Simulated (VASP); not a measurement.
Crystal: Cd.

```
CELL_PARAMETERS angstrom
2.97887 0.00000 0.00000
-1.48944 2.57978 0.00000
0.00000 0.00000 5.61765
ATOMIC_POSITIONS crystal
Cd 0.33333 0.66667 0.25000
Cd 0.66667 0.33333 0.75000
```

```yaml
Program: VASP 6.6.1
Task: relaxation of cell and atoms
Functional: PBEsol
Potentials_or_basis: VASP PAW PBE potentials, release 64 (Cd_sv_GW)
Cutoff: 630 eV
k_mesh: 8 × 8 × 4
Occupations: fermi-dirac, width 0.05 eV
Spin: no spin polarisation
```

At the start: pressure -1.5 GPa; volume 21.59 Å³/atom.

Where does the relaxation end?

Over 10 steps the energy falls by 13.7 meV/atom and the volume is 20.67 Å³/atom (-4.2 %); space group P6_3/mmc (No. 194, to 0.1 Å) before and after.

The path:
```csv
step,energy change (eV),largest force (eV/Å),pressure (GPa),volume (Å³)
1,0.0000,0.0000,-1.54,43.17
2,-0.0153,0.0000,-0.05,41.88
3,-0.0171,0.0000,0.55,41.42
4,-0.0174,0.0000,0.84,41.20
5,-0.0257,0.0000,0.06,41.42
6,-0.0273,0.0000,-0.28,41.54
7,-0.0274,0.0000,0.01,41.31
8,-0.0275,0.0000,-0.07,41.38
9,-0.0275,0.0000,-0.08,41.38
10,-0.0275,0.0000,0.01,41.34
```

Final structure:
```
Cd
1.0
     3.00154    0.00000    0.00000
    -1.50077    2.59941    0.00000
     0.00000    0.00000    5.29828
Cd
2
Direct
  0.33333 0.66667 0.25000
  0.66667 0.33333 0.75000
```

Caveat: the PAW data sets were made with another functional, which shifts forces and pressure a little.
